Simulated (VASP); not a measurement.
Ag: single point with PBE

The system is Ag.

```
Ag
1.0
     3.86794    0.00000   -0.00392
     0.00000    3.86794    0.00000
    -1.93626    0.00000    2.27241
Ag
2
Direct
  0.00000 0.00000 0.00000
  0.50000 0.50000 0.00000
```

- Program: VASP 6.6.1
- Task: single point
- Functional: PBE
- Potentials or basis: VASP PAW PBE potentials, release 64 (Ag)
- Cutoff: 520 eV
- k mesh: 9 × 9 × 15
- Occupations: gaussian, width 0.1 eV
- Spin: no spin polarisation

The pressure is 6.4 GPa and the band gap on the k mesh is zero (band 11 reaches 12.45 eV, above the bottom of band 12 at 5.48 eV).

Stress tensor (GPa, compression positive):
```
 9.45  0.00 -0.03
 0.00  9.65  0.00
-0.03  0.00 -0.03
```

Levels at points of the mesh, in eV from the Fermi level:
```csv
k point,band 8,band 9,band 10,band 11,band 12,band 13,band 14,band 15
"(0.00, 0.00, 0.00)",-3.32,-3.27,-3.16,-2.36,2.57,8.13,9.88,9.98
```

It took 95 s on 1 thread of Intel(R) Xeon(R) Platinum 8488C (Sapphire Rapids), with other jobs on the host, peak memory 0.28 GiB.
